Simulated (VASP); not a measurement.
# Be (P6_3/mmc) in VASP: further runs, part 2 of 2

VASP 6.6.1. Earlier steps stand in the parts before.

## Step 3: Single point, PBEsol

This run uses another cell than the first one, of 7.30 Å³/atom, 0.967 times its volume.

The input, INCAR:

```
PREC = Accurate ; ENCUT = 520
EDIFF = 1E-6 ; ISMEAR = -1
SIGMA = 0.05 ; LREAL = F
LASPH = T ; NELM = 60
ALGO = Normal ; ISIF = 2
LWAVE = F ; LCHARG = F
GGA = PS ; NBANDS = 9
```

The input, KPOINTS:

```
regular mesh
0
Gamma
  13 13 8
```

The input, POSCAR:

```
Be
1.0
    2.2050212834      0.0000000000      0.0000000000
   -1.1025106417      1.9096044473      0.0000000000
    0.0000000000      0.0000000000      3.4678313730
Be
2
Direct
    0.6666666667      0.3333333333      0.7500000000
    0.3333333333      0.6666666667      0.2500000000
```

Potentials or basis: VASP PAW PBE potentials, release 64 (Be).

Run with:

```bash
cat potpaw_PBE.64/Be/POTCAR > POTCAR
mpirun -np 1 vasp_std > vasp.out
```

OUTCAR:

```text
PREC = Accurate
   ENCUT = 520
   EDIFF = 1E-6
   ISMEAR = -1
   LREAL = F
   LASPH = T
   NELM = 60
   ISIF = 2
   GGA = PS

 ion  position               nearest neighbor table
   1  0.667  0.333  0.750-   2 2.15   2 2.15   2 2.15   2 2.15   2 2.15   2 2.15
   2  0.333  0.667  0.250-   1 2.15   1 2.15   1 2.15   1 2.15   1 2.15   1 2.15

  LATTYP: Found a hexagonal cell.
 ALAT       =     2.2050212834
 C/A-ratio  =     1.5726974606

  Lattice vectors:

 A1 = (   2.2050212834,   0.0000000000,   0.0000000000)
 A2 = (  -1.1025106417,   1.9096044473,   0.0000000000)
 A3 = (   0.0000000000,   0.0000000000,   3.4678313730)

Analysis of symmetry for initial positions (statically):
=====================================================================
 Subroutine PRICEL returns:
 Original cell was already a primitive cell.

 Routine SETGRP: Setting up the symmetry group for a
 hexagonal supercell.

 Subroutine GETGRP returns: Found 24 space group operations
 (whereof 12 operations were pure point group operations)
 out of a pool of 24 trial point group operations.

The static configuration has the point symmetry D_3d.
 The point group associated with its full space group is D_6h.

Analysis of symmetry for dynamics (positions and initial velocities):
=====================================================================
 Subroutine PRICEL returns:
 Original cell was already a primitive cell.

 Routine SETGRP: Setting up the symmetry group for a
 hexagonal supercell.

 Subroutine GETGRP returns: Found 24 space group operations
 (whereof 12 operations were pure point group operations)
 out of a pool of 24 trial point group operations.

The dynamic configuration has the point symmetry D_3d.
 The point group associated with its full space group is D_6h.

 Subroutine INISYM returns: Found 24 space group operations
 (whereof 12 operations are pure point group operations),
 and found     1 'primitive' translations

----------------------------------------------------------------------------------------

                                     Primitive cell

  volume of cell :      14.6021

  direct lattice vectors                    reciprocal lattice vectors
     2.205021283  0.000000000  0.000000000     0.453510362  0.261834329  0.000000000
    -1.102510642  1.909604447  0.000000000     0.000000000  0.523668659  0.000000000
     0.000000000  0.000000000  3.467831373     0.000000000  0.000000000  0.288364656

  length of vectors
     2.205021283  2.205021283  3.467831373     0.523668659  0.523668659  0.288364656

  position of ions in fractional coordinates (direct lattice)
     0.666666667  0.333333333  0.750000000
     0.333333333  0.666666667  0.250000000

  ion indices of the primitive-cell ions
   primitive index   ion index
                 1           1
                 2           2

----------------------------------------------------------------------------------------

 KPOINTS: regular mesh

Automatic generation of k-mesh.
 Grid dimensions read from file:
 generate k-points for:   13   13    8

 Generating k-lattice:

  Cartesian coordinates                     Fractional coordinates (reciprocal lattice)
     0.034885412  0.020141102  0.000000000     0.076923077  0.000000000  0.000000000
     0.000000000  0.040282205  0.000000000     0.000000000  0.076923077  0.000000000
     0.000000000  0.000000000  0.036045582     0.000000000  0.000000000  0.125000000

  Length of vectors
     0.040282205  0.040282205  0.036045582

  Shift w.r.t. Gamma in fractional coordinates (k-lattice)
     0.000000000  0.000000000  0.000000000

 Subroutine IBZKPT returns following result:
 ===========================================

 Found    105 irreducible k-points:

 Following reciprocal coordinates:
            Coordinates               Weight
  0.000000  0.000000  0.000000      1.000000
  0.076923  0.000000  0.000000      6.000000
  0.153846  0.000000  0.000000      6.000000
  0.230769  0.000000  0.000000      6.000000
  0.307692  0.000000  0.000000      6.000000
  0.384615  0.000000  0.000000      6.000000
[... 16 lines left out ...]
  0.076923  0.000000  0.125000     12.000000
  0.153846  0.000000  0.125000     12.000000
 [... further k-points ...]
   k-points           NKPTS =    105   k-points in BZ     NKDIM =    105   number of bands    NBANDS=      9
   number of dos      NEDOS =    301   number of ions     NIONS =      2
   total plane-waves  NPLWV =   7168
   dimension x,y,z NGX =    16 NGY =   16 NGZ =   28
   dimension x,y,z NGXF=    32 NGYF=   32 NGZF=   56
   ions per type =               2
   NGX,Y,Z   is equivalent  to a cutoff of  12.06, 12.06, 13.42 a.u.
   NGXF,Y,Z  is equivalent  to a cutoff of  24.13, 24.13, 26.85 a.u.
 SYSTEM =  unknown system
   PREC   = accura    normal or accurate (medium, high low for compatibility)
   ISTART =      0    job   : 0-new  1-cont  2-samecut
   ICHARG =      2    charge: 1-file 2-atom 10-const
   ISPIN  =      1    spin polarized calculation?
   LNONCOLLINEAR =      F non collinear calculations
   LSORBIT =      F    spin-orbit coupling
   LASPH  =      T    aspherical Exc in radial PAW
   ENCUT  =  520.0 eV  38.22 Ry    6.18 a.u.   4.10  4.10  6.45*2*pi/ulx,y,z
   NELM   =     60;   NELMIN=  2; NELMDL= -5     # of ELM steps
   EDIFF  = 0.1E-05   stopping-criterion for ELM
   LREAL  =      F    real-space projection
   EDIFFG = 0.1E-04   stopping-criterion for IOM
   NSW    =      0    number of steps for IOM
   IBRION =     -1    ionic relax: 0-MD 1-quasi-New 2-CG
   NFREE  =      0    steps in history (QN), initial steepest desc. (CG)
   ISIF   =      2    stress and relaxation
   ISYM   =      2    0-nonsym 1-usesym 2-fastsym
   POTIM  = 0.5000    time-step for ionic-motion
   TEBEG  =    0.0;   TEEND  =   0.0 temperature during run
   PSTRESS=    0.0 pullay stress
   NELECT =       4.0000    total number of electrons
   NUPDOWN=      -1.0000    fix difference up-down
   EMIN   =  10.00;   EMAX   =-10.00  energy-range for DOS
[... 5 lines left out ...]
     AMIX     =   0.40;   BMIX     =  1.00
     AMIX_MAG =   1.60;   BMIX_MAG =  1.00
  volume/ion in A,a.u.               =       7.30        49.27
  Fermi-wavevector in a.u.,A,eV,Ry     =   1.063221  2.009196 15.380547  1.130438
  Thomas-Fermi vector in A             =   2.198698
   LORBIT       =      0    0 simple, 1 ext, 2 COOP (PROOUT), +10 PAW based schemes
   GGA     = PS    functional components
   LHFCALC =     F    Hartree Fock is set to
   AEXX    =    0.0000 exact exchange contribution
   IVDW    =     0    specifies the selected vdW correction
   LEPSILON=     F    determine dielectric tensor
   LRPA    =     F    only Hartree local field effects (RPA)
 non-spin polarized calculation
  energy-cutoff  :      520.00
  volume of cell :       14.60
 maximum number of plane-waves:       406
   NGX =  9   NGY =  9   NGZ = 13

 number of electron       4.0000000 magnetization

 Free energy of the ion-electron system (eV)
  ---------------------------------------------------
  ext. energy  EPLUGINS =         0.00000000
  ---------------------------------------------------
  free energy    TOTEN  =        -7.95867892 eV

  energy without entropy =       -7.95783821  energy(sigma->0) =       -7.95825856

 E-fermi :   7.4787     XC(G=0): -10.8722

 val. band max:        7.3683951608   @ k =   0.2308   0.1538   0.0000
 cond. band min:       7.5836146462   @ k =   0.3077   0.1538   0.0000
 fundamental gap:      0.2152194854
 Fermi energy:         7.4787241157

 k-point     1 :       0.0000    0.0000    0.0000
  band No.  band energies     occupation
      1      -4.0978      2.00000
      2       2.9419      2.00000
      3       9.1156      0.00000
      4      24.6754      0.00000
      5      24.6754      0.00000
      6      27.6907      0.00000
      7      27.6907      0.00000
      8      30.0272      0.00000
      9      36.1251      0.00000

 k-point     2 :       0.0769    0.0000    0.0000
  band No.  band energies     occupation
      1      -3.9236      2.00000
      2       3.1775      2.00000
      3       9.1513      0.00000
      4      23.2450      0.00000
      5      23.6301      0.00000
      6      27.7289      0.00000
      7      28.2108      0.00000
      8      29.6634      0.00000
      9      33.8276      0.00000
[... 253 lines left out ...]
 k-point    24 :       0.1538    0.0000    0.1250
  band No.  band energies     occupation
      1      -3.2606      2.00000
      2       3.0643      2.00000
      3      10.3751      0.00000
      4      20.3438      0.00000
      5      22.0436      0.00000
      6      26.9271      0.00000
      7      27.7055      0.00000
      8      27.9008      0.00000
      9      30.9326      0.00000

 [... further k-points ...]
[... 5 lines left out ...]
  --------------------------------------------------------------------------------------
  -------------------------------------------------------------------------------------
  Total        0.9509296      0.9509296      0.9566317      0.0000000      0.0000000      0.0000000
  in kB      104.3385488    104.3385488    104.9641935      0.0000000      0.0000000      0.0000000
  external PRESSURE =     104.5470971 kB  Pullay stress =       0.0000000 kB

 VOLUME and BASIS-vectors are now :
 -----------------------------------------------------------------------------
  energy-cutoff  :      520.00
  volume of cell :       14.60
      direct lattice vectors                 reciprocal lattice vectors
     2.205021283  0.000000000  0.000000000     0.453510362  0.261834329  0.000000000
    -1.102510642  1.909604447  0.000000000     0.000000000  0.523668659  0.000000000
     0.000000000  0.000000000  3.467831373     0.000000000  0.000000000  0.288364656

 POSITION                                       TOTAL-FORCE (eV/Angst)
 -----------------------------------------------------------------------------------
      1.10251      0.63653      2.60087        -0.000000      0.000000      0.000000
     -0.00000      1.27307      0.86696         0.000000     -0.000000      0.000000
 -----------------------------------------------------------------------------------
    total drift:                                0.000000     -0.000000      0.000000

  FREE ENERGIE OF THE ION-ELECTRON SYSTEM (eV)
  ---------------------------------------------------
  free  energy   TOTEN  =        -7.9586789161 eV

  energy  without entropy=       -7.9578382125  energy(sigma->0) =       -7.95825856
```

stdout:

```text
POSCAR found type information on POSCAR Be
 POSCAR found :  1 types and       2 ions
 scaLAPACK will be used
 -----------------------------------------------------------------------------
|                                                                             |
|                                                                             |
|     You enforced a specific xc type in the INCAR file but a different       |
|     I HOPE YOU KNOW WHAT YOU ARE DOING!                                     |
|                                                                             |
 -----------------------------------------------------------------------------

 LDA part: xc-table for (Slater+PW92), standard interpolation
 POSCAR, INCAR and KPOINTS ok, starting setup
 FFT: planning ... GRIDC
 FFT: planning ... GRID_SOFT
 FFT: planning ... GRID
 WAVECAR not read
 entering main loop
```

Wall time 9.8 s (1 thread of Intel Xeon 8259CL, shared host); peak memory 0.12 GiB.

Results:

| Item | Value |
| --- | --- |
| Free energy | -7.9587 eV |
| Pressure | 10.5 GPa |
| Band gap on the k mesh | zero (band 2 reaches 8.80 eV, above the bottom of band 3 at 7.14 eV) |

Caveat: the PAW data sets were made with another functional, which shifts forces and pressure a little.
